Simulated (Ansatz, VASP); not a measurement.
## AsIr: VASP beside Ansatz

The input INCAR:

```
SYSTEM = AsIr
PREC     = Accurate       ! precision mode
ENCUT    = 600            ! plane-wave cutoff, eV
EDIFF    = 1E-6           ! SCF threshold, eV
ISMEAR   = 0              ! smearing method
SIGMA    = 0.1            ! smearing width, eV
LREAL    = .FALSE.        ! projectors in reciprocal space
LASPH    = .TRUE.         ! aspherical terms in the spheres
NELM     = 100            ! most SCF steps
ALGO     = Normal         ! electronic algorithm
ISIF     = 3              ! what is computed and relaxed
LWAVE    = .FALSE.        ! write WAVECAR
LCHARG   = .FALSE.        ! write CHGCAR
GGA      = PE             ! functional
IBRION   = 2              ! ionic algorithm
NSW      = 90             ! ionic steps
EDIFFG   = -0.04          ! ionic threshold
```

The input KPOINTS:

```
Automatic mesh
0
G
  6 6 6
  0 0 0
```

File POSCAR:

```
AsIr
1.0
    3.2751813312      0.0000000000      0.0000000000
    0.0000000000      3.2751813312      0.0000000000
    0.0000000000      0.0000000000      3.2751813312
As Ir
1 1
Direct
    0.0000000000      0.0000000000      0.0000000000
    0.5000000000      0.5000000000      0.5000000000
```

Input for Ansatz:

```yaml
crystal:
  lattice:
    - [3.2751813312, 0.0, 0.0]
    - [0.0, 3.2751813312, 0.0]
    - [0.0, 0.0, 3.2751813312]
  atoms:
    - { symbol: As, position: [0.0, 0.0, 0.0] }
    - { symbol: Ir, position: [0.5, 0.5, 0.5] }
basis:
  ecutwfc: 420
kpoints:
  mp_grid: { grid: [6, 6, 6] }
hamiltonian:
  xc: pbe
scf:
  occupations: { method: gaussian, width: 0.1 }
  lower_state_search: "off"
output:
  forces: true
  stress: true
  eigenvalues: true
relax:
  adjacent_minimum: "off"
  f_tol: 0.04
  max_steps: 70
  cell: { stress_tol: 0.4 }
```

Alike in both runs: task relaxation of cell and atoms; functional PBE; k mesh 6 × 6 × 6; occupations gaussian, width 0.1 eV; no spin polarisation.

```csv
,VASP,Ansatz
version,VASP 6.6.1,Ansatz 0.2.0
potentials or method,"VASP PAW PBE potentials, release 64 (As, Ir), cutoff 600 eV","scalar-relativistic, plane waves, PAW"
valence electrons in the cell,14,32
```

Ansatz gave:

* gap on the k mesh at the Fermi level, each at its own relaxed structure (eV): none
* relaxed volume (Å³/atom): 15.57
* relaxed cell length with the largest relative difference (Å): 3.146

Question: Which values does VASP return?

Answer: gap on the k mesh at the Fermi level, each at its own relaxed structure (eV): none; relaxed volume (Å³/atom): 15.63; relaxed cell length with the largest relative difference (Å): 3.150.

A gap of «none» marks a metal or a gap that the smearing closes. VASP's potentials hold 14 valence electrons a cell and Ansatz's 32, so a difference there can come from the potentials and not from the codes.

Neither program's run includes spin-orbit coupling.
